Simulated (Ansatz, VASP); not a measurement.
**One calculation of Ti, two programs**

```
Ti
1.0
     2.95000    0.01106    0.00000
    -1.46542    2.54924    0.00000
     0.00000    0.00000    4.68600
Ti
2
Direct
  0.33333 0.66667 0.25000
  0.66667 0.33333 0.75000
```

Change from the starting cell: strain +0.0075 x Voigt [0, 0, 0, 0, 0, 1], atoms carried along.

Alike in both runs: task single point; functional PBEsol; k mesh 18 × 18 × 10; occupations gaussian, width 0.15 eV; no spin polarisation.

|  | VASP | Ansatz |
| --- | --- | --- |
| version | VASP 6.6.1 | Ansatz 0.2.0 |
| potentials or method | VASP PAW PBE potentials, release 64 (Ti_sv), cutoff 520 eV | scalar-relativistic, plane waves, PAW |
| valence electrons in the cell | 24 | 24 |

```tsv
	VASP	Ansatz	Ansatz less VASP
gap on the k mesh at the Fermi level (eV)	none	none	-
pressure (GPa)	-6.5	-5.9	+0.61
traceless stress, the component that is largest in VASP (GPa)	-0.45	-0.46	-0.006
rms of the force components (eV/Å)	0.011	0.011	+0.0002
```

VASP's potentials were made for PBE, not for PBEsol. Atom by atom the forces differ by 0.000 eV/Å (rms over components). A gap of «none» marks a metal or a gap that the smearing closes. The functional is the same, so the differences come from potentials, cutoffs and numerics.
